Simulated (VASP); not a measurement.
TaBi (rocksalt type), 2 atoms in the cell. Symmetry: Fm-3m, No. 225, cubic system. Conventional cell: a = 5.701 Å, b = 5.701 Å, c = 5.701 Å, α = 90.00°, β = 90.00°, γ = 90.00°. Within 3.8 Å of Ta (site symmetry m-3m) lie 6 Bi at 2.85 Å. Within 3.8 Å of Bi (site symmetry m-3m) lie 6 Ta at 2.85 Å. 

| Quantity | Value |
| --- | --- |
| Program | VASP 6.6.1 |
| Task | density of states |
| Functional | LDA |
| Potentials or basis | VASP PAW LDA potentials, release 64 (Ta_pv, Bi_d) |
| Cutoff | 520 eV |
| k mesh | 11 × 11 × 11 |
| Occupations | fermi-dirac, width 0.08 eV |
| Spin | no spin polarisation |
| Dipole correction | no |
| k mesh for the DOS | 17 × 17 × 17 |
| Occupations for the DOS | tetrahedron |
| Further INCAR settings | ALGO = Normal; EDIFF = 1e-06; NBANDS = 20 |

Potentials or basis: VASP PAW LDA potentials, release 64 (Ta_pv, Bi_d).

The run is started by

```sh
$ cat potpaw_LDA.64/Ta_pv/POTCAR potpaw_LDA.64/Bi_d/POTCAR > POTCAR
$ cp INCAR.step1 INCAR
$ cp KPOINTS.step1 KPOINTS
$ mpirun -np 1 vasp_std > vasp.out
$ cp INCAR.step2 INCAR
$ cp KPOINTS.step2 KPOINTS
$ mpirun -np 1 vasp_std > vasp.out
```

Hardware: 1 thread of Intel(R) Xeon(R) Platinum 8259CL CPU @ 2.50GHz (Skylake/Cascade Lake), on a shared host.

Task: Estimate the wall time of this run.

Result: It took 96 s on 1 thread of Intel(R) Xeon(R) Platinum 8259CL CPU @ 2.50GHz (Skylake/Cascade Lake), with other jobs on the host, peak memory 0.26 GiB. Counts: k points 165.
